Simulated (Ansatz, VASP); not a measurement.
InPd: VASP beside Ansatz

File INCAR:

```
  PREC = Accurate
  ENCUT = 520
  EDIFF = 1E-6
  ISMEAR = -1
  SIGMA = 0.05
  LREAL = F
  LASPH = T
  NELM = 80
  ALGO = Normal
  ISIF = 2
  LWAVE = F
  LCHARG = T
  GGA = PS
  LELF = T
  LVHAR = T
  NBANDS = 18
```

Contents of KPOINTS:

```
regular mesh
0
Gamma
  6 6 6
```

POSCAR

```
InPd
1.0
    3.2718847800      0.0000000000      0.0000000000
    0.0000000000      3.2718847800      0.0000000000
    0.0000000000      0.0000000000      3.2718847800
In Pd
1 1
Direct
    0.0000000000      0.0000000000      0.0000000000
    0.5000000000      0.5000000000      0.5000000000
```

Contents of input.yaml:

```yaml
crystal:
  lattice:
    - [3.27188478, 0.0, 0.0]
    - [0.0, 3.27188478, 0.0]
    - [0.0, 0.0, 3.27188478]
  atoms:
    - { symbol: In, position: [0.0, 0.0, 0.0] }
    - { symbol: Pd, position: [0.5, 0.5, 0.5] }
kpoints:
  mp_grid: { grid: [6, 6, 6] }
  band_path:
    path:
      - [0.0, 0.0, 0.0]
      - [0.0, 0.5, 0.0]
      - [0.5, 0.5, 0.0]
      - [0.0, 0.0, 0.0]
      - [0.5, 0.5, 0.5]
      - [0.0, 0.5, 0.0]
    npoints: 6
scf:
  occupations: { method: fermi_dirac, width: 0.05 }
hamiltonian:
  xc: pbesol
  pseudopotentials: { kind: all_electron, lapw: { basis_error: 0.001 } }
output:
  forces: true
  stress: true
  eigenvalues: true
```

Alike in both runs: functional PBEsol; k mesh 6 × 6 × 6; occupations fermi-dirac, width 0.05 eV; no spin polarisation.

```csv
,VASP,Ansatz
version,VASP 6.6.1,Ansatz 0.2.0
potentials or method,"VASP PAW PBE potentials, release 64 (In_d, Pd), cutoff 520 eV","all-electron LAPW, scalar-relativistic"
task,single point,band structure
```

|  | VASP | Ansatz | Ansatz less VASP |
| --- | --- | --- | --- |
| gap on the k mesh at the Fermi level (eV) | none | none | - |
| pressure (GPa) | -2.5 | -2.7 | -0.14 |

VASP's potentials were made for PBE, not for PBEsol. A gap of «none» marks a metal or a gap that the smearing closes. Ansatz ran all-electron here, and VASP with PAW potentials.

Noted on Ansatz's run: the k mesh is thin for a metal, which can move the energy by tens of meV per atom.
